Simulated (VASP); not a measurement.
# BPt16 (a cell with a defect) in VASP: single point with LDA

Aim: the single point of BPt16 (a cell with a defect) with LDA.

All numbers are computed with VASP 6.6.1; they aren't measurements. Logs are shortened: lines on timing, memory, paths and dates and some standing lists are left out, and cuts for length are marked.

## Step 1: The cell of the first run

The cell holds a defect, 17 atoms: a = 6.875 Å, b = 6.875 Å, c = 6.875 Å, α = 109.47°, β = 109.47°, γ = 109.47°.

## Step 2: Single point, LDA

The input, INCAR:

```
SYSTEM = BPt16
  PREC = Accurate
  ENCUT = 420
  EDIFF = 1E-6
  ISMEAR = 1
  SIGMA = 0.1
  LREAL = .False.
  LASPH = .True.
  NELM = 120
  ALGO = Normal
  ISIF = 2
  LWAVE = .False.
  LCHARG = .False.
  GGA = CA
  NBANDS = 96
  GGA_COMPAT = .False.
```

The input, KPOINTS:

```
regular mesh
0
Gamma
  3 3 3
  0 0 0
```

The input, POSCAR:

```
BPt16
1.0
   -3.9695467000      3.9695467000      3.9695467000
    3.9695467000     -3.9695467000      3.9695467000
    3.9695467000      3.9695467000     -3.9695467000
Pt B
16 1
Direct
   -0.0205344100     -0.0239996500     -0.0241260000
    0.0123359700      0.2460002000      0.7493323600
   -0.0104684800      0.4997232400      0.4994516200
    0.0123353800      0.7491486100      0.2454246500
    0.2490475000      0.0090405600      0.7491435900
    0.2473610900      0.2436733300      0.4890894700
    0.2478514200      0.4893259100      0.2439888300
    0.2489247000      0.7491265200      0.0087151600
    0.5028839000     -0.0145854200      0.4992042800
    0.4929501600      0.2436612600      0.2434565200
    0.5029065300      0.4994551100     -0.0147044700
    0.4617064400      0.7554039100      0.7552737100
    0.7531654500      0.0093144400      0.2459090900
    0.7533086500      0.2462964800      0.0088515300
    0.7574032700      0.4574720400      0.7534662400
    0.7581191600      0.7544006000      0.4572561200
    0.6440860800      0.6413244400      0.6405168700
```

Potentials or basis: VASP PAW LDA potentials, release 64 (Pt, B).

The run is started by

```sh
cat potpaw_LDA.64/Pt/POTCAR potpaw_LDA.64/B/POTCAR > POTCAR
mpirun -np 1 vasp_std > vasp.out
```

OUTCAR:

```text
SYSTEM = BPt16
   PREC = Accurate
   ENCUT = 420
   EDIFF = 1E-6
   ISMEAR = 1
   LREAL = .False.
   LASPH = .True.
   NELM = 120
   ISIF = 2
   GGA = CA

 ion  position               nearest neighbor table
   1  0.979  0.976  0.976-  17 2.30   5 2.79   8 2.79  13 2.79   4 2.79  14 2.79   2 2.79   6 2.88
                             7 2.88  10 2.88  12 2.92  15 2.93  16 2.93
   2  0.012  0.246  0.749-  15 2.63   5 2.66  11 2.76  16 2.78   7 2.78   6 2.78   1 2.79   8 2.83
                            13 2.83   3 2.83   9 2.86  14 2.91
   3  0.990  0.500  0.499-  12 2.66  15 2.75  16 2.75  13 2.75  14 2.76  10 2.79   4 2.83   2 2.83
                             8 2.86   5 2.86   7 2.89   6 2.89
   4  0.012  0.749  0.245-  16 2.62   8 2.66   9 2.76   6 2.78  15 2.78   7 2.78   1 2.79  14 2.83
                             5 2.83   3 2.83  11 2.86  13 2.92
   5  0.249  0.009  0.749-  12 2.62   2 2.66  11 2.75  16 2.77  10 2.78   6 2.78   1 2.79   4 2.83
                             9 2.83  14 2.83   3 2.86   8 2.92
   6  0.247  0.244  0.489-  17 2.69   7 2.75  10 2.76  13 2.78   4 2.78   5 2.78   2 2.78  11 2.79
                            15 2.88   1 2.88   9 2.89   3 2.89  12 2.89
   7  0.248  0.489  0.244-  17 2.68   6 2.75  10 2.76  14 2.78   2 2.78   8 2.78   4 2.78   9 2.79
                            16 2.88   1 2.88  11 2.89   3 2.89  12 2.89
   8  0.249  0.749  0.009-  12 2.62   4 2.66   9 2.76  15 2.78  10 2.78   7 2.78   1 2.79   2 2.83
                            11 2.83  13 2.83   3 2.86   5 2.92
   9  0.503  0.985  0.499-  15 2.65  12 2.75  16 2.75   8 2.76   4 2.76   7 2.79  13 2.83   5 2.83
                             2 2.86  14 2.86   6 2.89  10 2.89
  10  0.493  0.244  0.243-  17 2.69   7 2.76   6 2.76   5 2.78   8 2.78  13 2.78  14 2.78   3 2.79
                            15 2.88   1 2.88  16 2.88  11 2.89   9 2.89
  11  0.503  0.499  0.985-  16 2.65  12 2.75  15 2.75   5 2.75   2 2.76   6 2.79  14 2.83   8 2.83
                             4 2.86  13 2.86   7 2.89  10 2.89
  12  0.462  0.755  0.755-  17 1.93   8 2.62   5 2.62   3 2.66  11 2.75   9 2.75  13 2.77  14 2.77
                             7 2.89   6 2.89   1 2.92  15 3.33  16 3.34
  13  0.753  0.009  0.246-  16 2.62  14 2.66   3 2.75  12 2.77   6 2.78  10 2.78   1 2.79   2 2.83
                             9 2.83   8 2.83  11 2.86   4 2.92
  14  0.753  0.246  0.009-  15 2.63  13 2.66   3 2.76  12 2.77   7 2.78  10 2.78   1 2.79   4 2.83
                            11 2.83   5 2.83   9 2.86   2 2.91
  15  0.757  0.457  0.753-  17 1.93   2 2.63  14 2.63   9 2.65   3 2.75  11 2.75   8 2.78   4 2.78
                            10 2.88   6 2.88   1 2.93  16 3.33  12 3.33
  16  0.758  0.754  0.457-  17 1.93   4 2.62  13 2.62  11 2.65   3 2.75   9 2.75   5 2.77   2 2.78
                             7 2.88  10 2.88   1 2.93  15 3.33  12 3.34
  17  0.644  0.641  0.641-  16 1.93  12 1.93  15 1.93   1 2.30   7 2.68   6 2.69  10 2.69

  LATTYP: Found a body centered cubic cell.
 ALAT       =     7.9390934000

  Lattice vectors:

 A1 = (  -3.9695467000,   3.9695467000,   3.9695467000)
 A2 = (   3.9695467000,  -3.9695467000,   3.9695467000)
 A3 = (   3.9695467000,   3.9695467000,  -3.9695467000)

Analysis of symmetry for initial positions (statically):
=====================================================================
 Subroutine PRICEL returns:
 Original cell was already a primitive cell.

 Routine SETGRP: Setting up the symmetry group for a
 body centered cubic supercell.

 Subroutine GETGRP returns: Found  1 space group operations
 (whereof  1 operations were pure point group operations)
 out of a pool of 48 trial point group operations.

The static configuration has the point symmetry C_1 .

Analysis of symmetry for dynamics (positions and initial velocities):
=====================================================================
 Subroutine PRICEL returns:
 Original cell was already a primitive cell.

 Routine SETGRP: Setting up the symmetry group for a
 body centered cubic supercell.

 Subroutine GETGRP returns: Found  1 space group operations
 (whereof  1 operations were pure point group operations)
 out of a pool of 48 trial point group operations.

The dynamic configuration has the point symmetry C_1 .

 Subroutine INISYM returns: Found  1 space group operations
 (whereof  1 operations are pure point group operations),
 and found     1 'primitive' translations

----------------------------------------------------------------------------------------

                                     Primitive cell

  volume of cell :     250.1974

  direct lattice vectors                    reciprocal lattice vectors
    -3.969546700  3.969546700  3.969546700     0.000000000  0.125958967  0.125958967
     3.969546700 -3.969546700  3.969546700     0.125958967  0.000000000  0.125958967
     3.969546700  3.969546700 -3.969546700     0.125958967  0.125958967  0.000000000

[... 65 lines left out ...]

 Found     14 irreducible k-points:

 Following reciprocal coordinates:
            Coordinates               Weight
  0.000000  0.000000  0.000000      1.000000
  0.333333  0.000000  0.000000      2.000000
  0.000000  0.333333  0.000000      2.000000
  0.000000  0.000000  0.333333      2.000000
  0.333333  0.000000 -0.333333      2.000000
  0.333333 -0.333333  0.000000      2.000000
  0.000000  0.333333 -0.333333      2.000000
  0.333333  0.333333  0.000000      2.000000
  0.000000  0.333333  0.333333      2.000000
  0.333333  0.000000  0.333333      2.000000
 -0.333333 -0.333333 -0.333333      2.000000
 -0.333333  0.333333  0.333333      2.000000
  0.333333 -0.333333  0.333333      2.000000
  0.333333  0.333333 -0.333333      2.000000
   k-points           NKPTS =     14   k-points in BZ     NKDIM =     14   number of bands    NBANDS=     96
   number of dos      NEDOS =    301   number of ions     NIONS =     17
   total plane-waves  NPLWV = 110592
   dimension x,y,z NGX =    48 NGY =   48 NGZ =   48
   dimension x,y,z NGXF=    96 NGYF=   96 NGZF=   96
   ions per type =              16   1
   NGX,Y,Z   is equivalent  to a cutoff of  11.61, 11.61, 11.61 a.u.
   NGXF,Y,Z  is equivalent  to a cutoff of  23.21, 23.21, 23.21 a.u.
 SYSTEM =  BPt16
   PREC   = accura    normal or accurate (medium, high low for compatibility)
   ISTART =      0    job   : 0-new  1-cont  2-samecut
   ICHARG =      2    charge: 1-file 2-atom 10-const
   ISPIN  =      1    spin polarized calculation?
   LNONCOLLINEAR =      F non collinear calculations
   LSORBIT =      F    spin-orbit coupling
   LASPH  =      T    aspherical Exc in radial PAW
   ENCUT  =  420.0 eV  30.87 Ry    5.56 a.u.  11.49 11.49 11.49*2*pi/ulx,y,z
   NELM   =    120;   NELMIN=  2; NELMDL= -5     # of ELM steps
   EDIFF  = 0.1E-05   stopping-criterion for ELM
   LREAL  =      F    real-space projection
   EDIFFG = 0.1E-04   stopping-criterion for IOM
   NSW    =      0    number of steps for IOM
   IBRION =     -1    ionic relax: 0-MD 1-quasi-New 2-CG
   NFREE  =      0    steps in history (QN), initial steepest desc. (CG)
   ISIF   =      2    stress and relaxation
   ISYM   =      2    0-nonsym 1-usesym 2-fastsym
   POTIM  = 0.5000    time-step for ionic-motion
   TEBEG  =    0.0;   TEEND  =   0.0 temperature during run
   PSTRESS=    0.0 pullay stress
   NELECT =     163.0000    total number of electrons
   NUPDOWN=      -1.0000    fix difference up-down
   EMIN   =  10.00;   EMAX   =-10.00  energy-range for DOS
   EFERMI =   0.00;   METHOD = LEGACY
   ISMEAR =     1;   SIGMA  =   0.10  broadening in eV -4-tet -1-fermi 0-gaus
   EFERMI_NEDOS =   21; number of points for ismear=-14 and -15
   IALGO  =     38    algorithm
   IMIX   =      4    mixing-type and parameters
     AMIX     =   0.40;   BMIX     =  1.00
     AMIX_MAG =   1.60;   BMIX_MAG =  1.00
  volume/ion in A,a.u.               =      14.72        99.32
  Fermi-wavevector in a.u.,A,eV,Ry     =   1.419198  2.681896 27.403823  2.014124
  Thomas-Fermi vector in A             =   2.540244
   LORBIT       =      0    0 simple, 1 ext, 2 COOP (PROOUT), +10 PAW based schemes
   GGA     = CA    functional components
   LHFCALC =     F    Hartree Fock is set to
   AEXX    =    0.0000 exact exchange contribution
   IVDW    =     0    specifies the selected vdW correction
   LEPSILON=     F    determine dielectric tensor
   LRPA    =     F    only Hartree local field effects (RPA)
 non-spin polarized calculation
 Methfessel and Paxton  Order N= 1 SIGMA  =   0.10
  energy-cutoff  :      420.00
  volume of cell :      250.20
 maximum number of plane-waves:      4897
 NGX is ok and might be reduce to    48
   NGX = 23   NGY = 23   NGZ = 23

 number of electron     163.0000000 magnetization

 Free energy of the ion-electron system (eV)
  ---------------------------------------------------
  ext. energy  EPLUGINS =         0.00000000
  ---------------------------------------------------
  free energy    TOTEN  =      -126.55951117 eV

  energy without entropy =     -126.54767238  energy(sigma->0) =     -126.55556491

 E-fermi :  10.9117     XC(G=0): -13.5787

 val. band max:       10.9066067275   @ k =   0.0000   0.3333   0.3333
 cond. band min:      10.9293382087   @ k =   0.3333   0.0000   0.3333
 fundamental gap:      0.0227314812
 Fermi energy:        10.9117264750

 k-point     1 :       0.0000    0.0000    0.0000
  band No.  band energies     occupation
      1       0.1052      2.00000
      2       2.4541      2.00000
      3       3.5126      2.00000
      4       3.7289      2.00000
      5       3.7328      2.00000
      6       4.2026      2.00000
[... 1333 lines left out ...]
     92      14.3687      0.00000
     93      15.0154      0.00000
 [bands above 93 left out]

------------------------ aborting loop because EDIFF is reached ----------------------------------------

  FORCE on cell =-STRESS in cart. coord.  units (eV):
  Direction    XX          YY          ZZ          XY          YZ          ZX
  --------------------------------------------------------------------------------------
  -------------------------------------------------------------------------------------
  Total       -3.4445118     -3.5587883     -3.4893443     -4.8686563     -4.8594347     -4.9109884
  in kB      -22.0574611    -22.7892480    -22.3445528    -31.1771892    -31.1181376    -31.4482694
  external PRESSURE =     -22.3970873 kB  Pullay stress =       0.0000000 kB

 VOLUME and BASIS-vectors are now :
 -----------------------------------------------------------------------------
  energy-cutoff  :      420.00
  volume of cell :      250.20
      direct lattice vectors                 reciprocal lattice vectors
    -3.969546700  3.969546700  3.969546700     0.000000000  0.125958967  0.125958967
     3.969546700 -3.969546700  3.969546700     0.125958967  0.000000000  0.125958967
     3.969546700  3.969546700 -3.969546700     0.125958967  0.125958967  0.000000000

 POSITION                                       TOTAL-FORCE (eV/Angst)
 -----------------------------------------------------------------------------------
      3.86002      3.88753      3.88854         0.019384      0.023584      0.026148
      3.90205      2.04697     -1.94903        -0.025249      0.022919      0.016114
      0.03828      3.92691      3.92907        -0.017886     -0.000236     -0.000080
      3.89904     -1.95059      2.04852        -0.025595      0.016945      0.023705
      2.02104      3.92648     -1.94927         0.016614     -0.011020      0.023055
      1.92682      1.95610      0.00772         0.006434     -0.001172     -0.041936
[... 9 lines left out ...]
      1.80034      1.82986      4.18892        -0.071490     -0.095193      0.159963
      2.53160      2.55352      2.55994         0.021059      0.023183      0.012335
 -----------------------------------------------------------------------------------
    total drift:                                0.000154      0.000104      0.000093

  FREE ENERGIE OF THE ION-ELECTRON SYSTEM (eV)
  ---------------------------------------------------
  free  energy   TOTEN  =      -126.5595111747 eV

  energy  without entropy=     -126.5476723759  energy(sigma->0) =     -126.55556491
```

It took 11 min on 1 thread of Oxide Virtual Turin-like, shared host; peak memory 0.32 GiB.

What came out:

```
Free energy            : -126.5595 eV
Pressure               : -2.2 GPa
Largest force          : 0.202 eV/Å
Band gap on the k mesh : zero (an odd number of electrons rules out a gap without spin polarisation)
```

Forces in eV/Å, atoms in the order of the input:
```
Pt   0.019  0.024  0.026
Pt  -0.025  0.023  0.016
Pt  -0.018  0.000  0.000
Pt  -0.026  0.017  0.024
Pt   0.017 -0.011  0.023
Pt   0.006 -0.001 -0.042
Pt   0.007 -0.046 -0.001
Pt   0.018  0.022 -0.012
Pt  -0.005 -0.013 -0.007
Pt  -0.051 -0.003 -0.003
Pt  -0.006 -0.007 -0.014
Pt   0.150 -0.095 -0.087
Pt   0.018 -0.022  0.020
Pt   0.019  0.020 -0.023
Pt  -0.073  0.164 -0.092
Pt  -0.071 -0.095  0.160
B    0.021  0.023  0.012
```

Caveat: the k points lie up to 0.37 Å⁻¹ apart, too coarse for converged energies and pressures of a metal; spin-orbit coupling is left out, which moves the levels of the heavy elements.

The gap in the log of VASP goes by the Fermi energy; the results here count the filled bands.